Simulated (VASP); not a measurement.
A run of VASP 6.6.1 is set up as follows.

The input INCAR:

```
SYSTEM = C
PREC     = Accurate       ! precision mode
ENCUT    = 600            ! plane-wave cutoff, eV
EDIFF    = 1E-6           ! SCF threshold, eV
ISMEAR   = 0              ! smearing method
SIGMA    = 0.01           ! smearing width, eV
LREAL    = .FALSE.        ! projectors in reciprocal space
LASPH    = .TRUE.         ! aspherical terms in the spheres
NELM     = 120            ! most SCF steps
ALGO     = Normal         ! electronic algorithm
ISIF     = 2              ! what is computed and relaxed
LWAVE    = .FALSE.        ! write WAVECAR
LCHARG   = .FALSE.        ! write CHGCAR
GGA      = CA             ! functional
NBANDS   = 11             ! bands
GGA_COMPAT= .FALSE.
```

The input KPOINTS:

```
Automatic mesh
0
G
  10 10 10
  0 0 0
```

File POSCAR:

```
C
1.0
    0.0000000000      1.7657474443      1.7657474443
    1.7657474443      0.0000000000      1.7657474443
    1.7657474443      1.7657474443      0.0000000000
C
2
Direct
    0.0000000000      0.0000000000      0.0000000000
    0.2500000000      0.2500000000      0.2500000000
```

Potentials or basis: VASP PAW LDA potentials, release 64 (C).

The run is started by

```sh
$ cat potpaw_LDA.64/C/POTCAR > POTCAR
$ mpirun -np 1 vasp_std > vasp.out
```

(1) Estimate the band gap on the k mesh.

(2) Estimate the pressure.

Results:

(1) 4.20 eV, indirect (least direct gap 5.63 eV).

(2) 0.9 GPa.
